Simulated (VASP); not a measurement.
# AgCl (Chlorargyrite) (I4/mmm) in VASP: further runs, part 2 of 2

VASP 6.6.1. Earlier steps stand in the parts before.

### 5 Single point, PBEsol (in-plane strain +0.01, then relaxed in part)

The input, INCAR:

```
SYSTEM = AgCl
PREC = Accurate
ENCUT = 500
EDIFF = 1E-6
ISMEAR = 0
SIGMA = 0.01
LREAL = .FALSE.
LASPH = .TRUE.
NELM = 120
ALGO = Normal
ISIF = 2
LWAVE = .FALSE.
LCHARG = .FALSE.
GGA = PS
NBANDS = 16
GGA_COMPAT = .FALSE.
```

The input, KPOINTS:

```
regular mesh
0
G
  8 8 8
  0 0 0
```

The input, POSCAR:

```
AgCl
1.0
    2.7509889662      2.7509889662      0.0000000000
   -2.7509889662      2.7509889662      0.0000000000
    0.0000000000      2.7509889662      2.6919480471
Ag Cl
1 1
Direct
    0.0000000000      0.0000000000      0.0000000000
    0.5000000000      0.5000000000      0.0000000000
```

Potentials or basis: VASP PAW PBE potentials, release 64 (Ag, Cl).

Started as:

```sh
> cat potpaw_PBE.64/Ag/POTCAR potpaw_PBE.64/Cl/POTCAR > POTCAR
> mpirun -np 1 vasp_std > vasp.out
```

OUTCAR:

```text
SYSTEM = AgCl
   PREC = Accurate
   ENCUT = 500
   EDIFF = 1E-6
   ISMEAR = 0
   LREAL = .FALSE.
   LASPH = .TRUE.
   NELM = 120
   ISIF = 2
   GGA = PS

 ion  position               nearest neighbor table
   1  0.000  0.000  0.000-   2 2.69   2 2.69   2 2.75   2 2.75   2 2.75   2 2.75
   2  0.500  0.500  0.000-   1 2.69   1 2.69   1 2.75   1 2.75   1 2.75   1 2.75

  LATTYP: Found a body centered tetragonal cell.
 ALAT       =     3.8904859059
 C/A-ratio  =     1.3838621253

  Lattice vectors:

 A1 = (   2.7509889662,   0.0000000000,  -2.6919480471)
 A2 = (  -2.7509889662,   0.0000000000,  -2.6919480471)
 A3 = (   0.0000000000,   2.7509889662,   2.6919480471)

Analysis of symmetry for initial positions (statically):
=====================================================================
 Subroutine PRICEL returns:
 Original cell was already a primitive cell.

 Routine SETGRP: Setting up the symmetry group for a
 body centered tetragonal supercell.

 Subroutine GETGRP returns: Found 16 space group operations
 (whereof 16 operations were pure point group operations)
 out of a pool of 16 trial point group operations.

The static configuration has the point symmetry D_4h.

Analysis of symmetry for dynamics (positions and initial velocities):
=====================================================================
 Subroutine PRICEL returns:
 Original cell was already a primitive cell.

 Routine SETGRP: Setting up the symmetry group for a
 body centered tetragonal supercell.

 Subroutine GETGRP returns: Found 16 space group operations
 (whereof 16 operations were pure point group operations)
 out of a pool of 16 trial point group operations.

The dynamic configuration has the point symmetry D_4h.

 Subroutine INISYM returns: Found 16 space group operations
 (whereof 16 operations are pure point group operations),
 and found     1 'primitive' translations

----------------------------------------------------------------------------------------

                                     Primitive cell
[... 106 lines left out ...]
   ISMEAR =     0;   SIGMA  =   0.01  broadening in eV -4-tet -1-fermi 0-gaus
   EFERMI_NEDOS =   21; number of points for ismear=-14 and -15
   IALGO  =     38    algorithm
   IMIX   =      4    mixing-type and parameters
     AMIX     =   0.40;   BMIX     =  1.00
     AMIX_MAG =   1.60;   BMIX_MAG =  1.00
  volume/ion in A,a.u.               =      20.37       137.48
  Fermi-wavevector in a.u.,A,eV,Ry     =   1.246831  2.356169 21.151443  1.554587
  Thomas-Fermi vector in A             =   2.380991
   LORBIT       =      0    0 simple, 1 ext, 2 COOP (PROOUT), +10 PAW based schemes
   GGA     = PS    functional components
   LHFCALC =     F    Hartree Fock is set to
   AEXX    =    0.0000 exact exchange contribution
   IVDW    =     0    specifies the selected vdW correction
   LEPSILON=     F    determine dielectric tensor
   LRPA    =     F    only Hartree local field effects (RPA)
 non-spin polarized calculation
 Gauss-broadening in eV      SIGMA  =   0.01
  energy-cutoff  :      500.00
  volume of cell :       40.75
 maximum number of plane-waves:      1047
   NGX = 15   NGY = 15   NGZ = 13

 number of electron      18.0000000 magnetization

 Free energy of the ion-electron system (eV)
  ---------------------------------------------------
  ext. energy  EPLUGINS =         0.00000000
  ---------------------------------------------------
  free energy    TOTEN  =        -6.05937939 eV

  energy without entropy =       -6.05937939  energy(sigma->0) =       -6.05937939

 E-fermi :   4.5107     XC(G=0): -10.4558

 val. band max:        4.3793056316   @ k =   0.5000   0.0000   0.0000
 cond. band min:       5.0349171480   @ k =   0.0000   0.0000   0.0000
 fundamental gap:      0.6556115164
 Fermi energy:         4.5107281535

 k-point     1 :       0.0000    0.0000    0.0000
  band No.  band energies     occupation
      1     -11.1542      2.00000
      2       1.6140      2.00000
      3       1.6140      2.00000
      4       1.6714      2.00000
      5       1.6753      2.00000
      6       1.6811      2.00000
[... 433 lines left out ...]
      3       0.0755      2.00000
      4       0.3638      2.00000
      5       1.8413      2.00000
      6       1.9490      2.00000
[... 8 lines left out ...]
     15      17.9646      0.00000
     16      18.3116      0.00000

 [... further k-points ...]
[... 5 lines left out ...]
  --------------------------------------------------------------------------------------
  -------------------------------------------------------------------------------------
  Total       -0.1774670     -0.1774670     -0.0232039      0.0000000     -0.0000000      0.0000000
  in kB       -6.9783691     -6.9783691     -0.9124244      0.0000000     -0.0000000      0.0000000
  external PRESSURE =      -4.9563875 kB  Pullay stress =       0.0000000 kB

 VOLUME and BASIS-vectors are now :
 -----------------------------------------------------------------------------
  energy-cutoff  :      500.00
  volume of cell :       40.75
      direct lattice vectors                 reciprocal lattice vectors
     2.750988966  2.750988966  0.000000000     0.181752819  0.181752819 -0.185739097
    -2.750988966  2.750988966  0.000000000    -0.181752819  0.181752819 -0.185739097
     0.000000000  2.750988966  2.691948047     0.000000000  0.000000000  0.371478194

 POSITION                                       TOTAL-FORCE (eV/Angst)
 -----------------------------------------------------------------------------------
      0.00000      0.00000      0.00000         0.000000      0.000000      0.000000
      0.00000      2.75099      0.00000        -0.000000      0.000000      0.000000
 -----------------------------------------------------------------------------------
    total drift:                               -0.000000      0.000000     -0.000000

  FREE ENERGIE OF THE ION-ELECTRON SYSTEM (eV)
  ---------------------------------------------------
  free  energy   TOTEN  =        -6.0593793926 eV

  energy  without entropy=       -6.0593793926  energy(sigma->0) =       -6.05937939
```

OSZICAR:

```text
N       E                     dE             d eps       ncg     rms          rms(c)
DAV:   1     0.951407673627E+02    0.95141E+02   -0.86003E+03  1920   0.989E+02
DAV:   2    -0.285852876768E+01   -0.97999E+02   -0.91098E+02  2344   0.217E+02
DAV:   3    -0.619733917638E+01   -0.33388E+01   -0.33316E+01  2384   0.425E+01
DAV:   4    -0.621941911693E+01   -0.22080E-01   -0.22079E-01  2336   0.373E+00
DAV:   5    -0.621970045000E+01   -0.28133E-03   -0.28133E-03  2456   0.412E-01    0.733E+00
DAV:   6    -0.606371531553E+01    0.15599E+00   -0.28119E-01  2440   0.711E+00    0.475E+00
DAV:   7    -0.606075887508E+01    0.29564E-02   -0.66607E-02  2200   0.171E+00    0.206E+00
DAV:   8    -0.605938414276E+01    0.13747E-02   -0.36463E-03  2280   0.625E-01    0.310E-01
DAV:   9    -0.605935328572E+01    0.30857E-04   -0.38584E-04  2408   0.251E-01    0.434E-02
DAV:  10    -0.605937568853E+01   -0.22403E-04   -0.32245E-05  2464   0.527E-02    0.138E-02
DAV:  11    -0.605937937273E+01   -0.36842E-05   -0.29638E-06  2288   0.138E-02    0.253E-03
DAV:  12    -0.605937939263E+01   -0.19900E-07   -0.20506E-07  1272   0.338E-03
   1 F= -.60593794E+01 E0= -.60593794E+01  d E =-.429929E-79
```

stdout:

```text
POSCAR found type information on POSCAR AgCl
 POSCAR found :  2 types and       2 ions
 scaLAPACK will be used
 -----------------------------------------------------------------------------
|                                                                             |
|                                                                             |
|     You enforced a specific xc type in the INCAR file but a different       |
|     I HOPE YOU KNOW WHAT YOU ARE DOING!                                     |
|                                                                             |
 -----------------------------------------------------------------------------

 LDA part: xc-table for (Slater+PW92), standard interpolation
 POSCAR, INCAR and KPOINTS ok, starting setup
 FFT: planning ... GRIDC
 FFT: planning ... GRID_SOFT
 FFT: planning ... GRID
 WAVECAR not read
 entering main loop
```

Wall time 43 s (1 thread of Intel Xeon 8259CL, shared host); peak memory 0.18 GiB.

Results:

| Property | Result |
| --- | --- |
| Free energy | -6.0594 eV |
| Pressure | -0.5 GPa |
| Band gap on the k mesh | 0.66 eV, indirect (least direct gap 3.20 eV) |

Levels at points of the mesh, in eV from the valence-band top:
| k point | band 7 | band 8 | band 9 | band 10 | band 11 | band 12 |
| --- | --- | --- | --- | --- | --- | --- |
| (0.00, 0.00, 0.00) | -2.65 | -2.57 | -2.57 | 0.66 | 10.64 | 10.64 |
| (0.50, 0.00, 0.00) | -1.98 | -0.14 | 0.00 | 3.83 | 6.63 | 7.26 |
| (0.50, 0.50, 0.00) | -2.19 | -2.18 | -2.07 | 2.10 | 7.77 | 8.47 |
| (0.00, 0.00, 0.50) | -2.19 | -2.19 | -2.07 | 2.07 | 7.63 | 8.68 |

Caveat: the cell differs from its parent crystal (in-plane strain +0.01, then relaxed in part); the PAW data sets were made with another functional, which shifts forces and pressure a little.

### 6 Single point, PBEsol (in-plane strain +0.01)

The input, INCAR:

```
PREC = Accurate ; ENCUT = 500
EDIFF = 1E-6 ; ISMEAR = 0
SIGMA = 0.01 ; LREAL = False
LASPH = True ; NELM = 120
ALGO = Normal ; ISIF = 2
LWAVE = False ; LCHARG = True
GGA = PS ; LELF = True
LVHAR = True ; NBANDS = 16
GGA_COMPAT = False
```

The input, KPOINTS:

```
regular mesh
0
Gamma
  8 8 8
```

Edit POSCAR of step 5 so:

```diff
@@ -4,3 +4,3 @@
    -2.7509889662      2.7509889662      0.0000000000
-    0.0000000000      2.7509889662      2.6919480471
+    0.0000000000      2.7509889662      2.7074089430
 Ag Cl
```

Potentials or basis: VASP PAW PBE potentials, release 64 (Ag, Cl).

Started as:

```sh
> cat potpaw_PBE.64/Ag/POTCAR potpaw_PBE.64/Cl/POTCAR > POTCAR
> mpirun -np 1 vasp_std > vasp.out
```

OUTCAR:

```text
PREC = Accurate
   ENCUT = 500
   EDIFF = 1E-6
   ISMEAR = 0
   LREAL = False
   LASPH = True
   NELM = 120
   ISIF = 2
   GGA = PS

 ion  position               nearest neighbor table
   1  0.000  0.000  0.000-   2 2.71   2 2.71   2 2.75   2 2.75   2 2.75   2 2.75
   2  0.500  0.500  0.000-   1 2.71   1 2.71   1 2.75   1 2.75   1 2.75   1 2.75

  LATTYP: Found a body centered tetragonal cell.
 ALAT       =     3.8904859059
 C/A-ratio  =     1.3918101792

  Lattice vectors:

 A1 = (   2.7509889662,   0.0000000000,  -2.7074089430)
[... 626 lines left out ...]
      4       0.3323      2.00000
      5       1.7925      2.00000
      6       1.8964      2.00000
[... 8 lines left out ...]
     15      17.8980      0.00000
     16      18.1618      0.00000

 [... further k-points ...]
[... 5 lines left out ...]
  --------------------------------------------------------------------------------------
  -------------------------------------------------------------------------------------
  Total       -0.2464192     -0.2464192     -0.1407760      0.0000000      0.0000000     -0.0000000
  in kB       -9.6343737     -9.6343737     -5.5039891      0.0000000      0.0000000     -0.0000000
  external PRESSURE =      -8.2575788 kB  Pullay stress =       0.0000000 kB

 VOLUME and BASIS-vectors are now :
 -----------------------------------------------------------------------------
  energy-cutoff  :      500.00
  volume of cell :       40.98
      direct lattice vectors                 reciprocal lattice vectors
     2.750988966  2.750988966  0.000000000     0.181752819  0.181752819 -0.184678418
    -2.750988966  2.750988966  0.000000000    -0.181752819  0.181752819 -0.184678418
     0.000000000  2.750988966  2.707408943     0.000000000  0.000000000  0.369356836

 POSITION                                       TOTAL-FORCE (eV/Angst)
 -----------------------------------------------------------------------------------
      0.00000      0.00000      0.00000         0.000000      0.000000      0.000000
      0.00000      2.75099      0.00000         0.000000     -0.000000      0.000000
 -----------------------------------------------------------------------------------
    total drift:                               -0.000000      0.000000     -0.000000

  FREE ENERGIE OF THE ION-ELECTRON SYSTEM (eV)
  ---------------------------------------------------
  free  energy   TOTEN  =        -6.0590231419 eV

  energy  without entropy=       -6.0590231419  energy(sigma->0) =       -6.05902314
```

It took 47 s on 1 thread of Intel Xeon 8259CL, shared host; peak memory 0.18 GiB.

What came out:

```yaml
Free_energy: -6.0590 eV
Pressure: -0.8 GPa
Band_gap_on_the_k_mesh: 0.67 eV, indirect (least direct gap 3.17 eV)
```

Caveat: the cell differs from its parent crystal (in-plane strain +0.01); the PAW data sets were made with another functional, which shifts forces and pressure a little. A k mesh can miss the band edges.

### 7 Single point, PBEsol (in-plane strain +0.02)

The input, INCAR:

```
SYSTEM = AgCl
  PREC = Accurate
  ENCUT = 500
  EDIFF = 1E-6
  ISMEAR = 0
  SIGMA = 0.01
  LREAL = .FALSE.
  LASPH = .TRUE.
  NELM = 120
  ALGO = Normal
  ISIF = 2
  LWAVE = .FALSE.
  LCHARG = .FALSE.
  GGA = PS
  NBANDS = 16
  GGA_COMPAT = .FALSE.
```

The input, KPOINTS:

```
Automatic mesh
0
G
  8 8 8
  0 0 0
```

The input, POSCAR:

```
AgCl
1.0
    2.7782264807      2.7782264807      0.0000000000
   -2.7782264807      2.7782264807      0.0000000000
    0.0000000000      2.7782264807      2.6910664342
Ag Cl
1 1
Direct
    0.0000000000      0.0000000000      0.0000000000
    0.5000000000      0.5000000000      0.0000000000
```

Started as:

```sh
> cat potpaw_PBE.64/Ag/POTCAR potpaw_PBE.64/Cl/POTCAR > POTCAR
> mpirun -np 1 vasp_std > vasp.out
```

Wall time 44 s (1 thread of Intel Xeon 8259CL, shared host); peak memory 0.18 GiB.

It converged, with:

```
Free energy            : -6.0538 eV
Pressure               : -1.4 GPa
Band gap on the k mesh : 0.63 eV, indirect (least direct gap 3.13 eV)
```

Stress tensor (GPa, compression positive):
```
-1.67  0.00  0.00
 0.00 -1.67  0.00
 0.00  0.00 -0.98
```

Levels at points of the mesh, in eV from the valence-band top:
| k point | band 5 | band 6 | band 7 | band 8 | band 9 | band 10 | band 11 | band 12 | band 13 | band 14 |
| --- | --- | --- | --- | --- | --- | --- | --- | --- | --- | --- |
| (0.00, 0.00, 0.00) | -2.64 | -2.63 | -2.63 | -2.51 | -2.51 | 0.63 | 10.62 | 10.62 | 10.70 | 11.95 |
| (0.50, 0.00, 0.00) | -2.29 | -2.28 | -1.95 | -0.20 | 0.00 | 3.86 | 6.50 | 7.22 | 7.56 | 13.32 |
| (0.50, 0.50, 0.00) | -3.07 | -2.46 | -2.17 | -2.15 | -2.06 | 2.11 | 7.79 | 8.34 | 11.21 | 11.72 |
| (0.00, 0.00, 0.50) | -3.03 | -2.41 | -2.16 | -2.16 | -2.05 | 2.07 | 7.58 | 8.65 | 11.23 | 11.23 |

Caveat: the cell differs from its parent crystal (in-plane strain +0.02); the PAW data sets were made with another functional, which shifts forces and pressure a little. A k mesh can miss the band edges.

### 8 Summary

```tsv
cell	gap on the mesh (eV)	pressure (GPa)
a = 3.833, b = 3.833, c = 3.848 Å, angles 60.1, 60.1, 90.0°, 2 atoms	0.70	0.3
a = 3.871, b = 3.871, c = 3.850 Å, angles 59.8, 59.8, 90.0°, 2 atoms	0.69	-0.3
a = 3.871, b = 3.871, c = 3.856 Å, angles 59.9, 59.9, 90.0°, 2 atoms	0.70	-0.5
a = 3.890, b = 3.890, c = 3.849 Å, angles 59.6, 59.6, 90.0°, 2 atoms	0.66	-0.5
a = 3.890, b = 3.890, c = 3.860 Å, angles 59.7, 59.7, 90.0°, 2 atoms	0.67	-0.8
a = 3.929, b = 3.929, c = 3.868 Å, angles 59.5, 59.5, 90.0°, 2 atoms	0.63	-1.4
```

Alike in all rows: task single point; level PBEsol; potentials or basis VASP PAW PBE potentials, release 64 (Ag, Cl); no spin polarisation; k mesh 8 × 8 × 8; cutoff (eV) 500; smearing gaussian 0.01 eV.

Caveats: the PAW data sets were made with another functional, which shifts forces and pressure a little.

Total energies depend on the potentials used, so only differences within one code and one set of settings carry meaning.
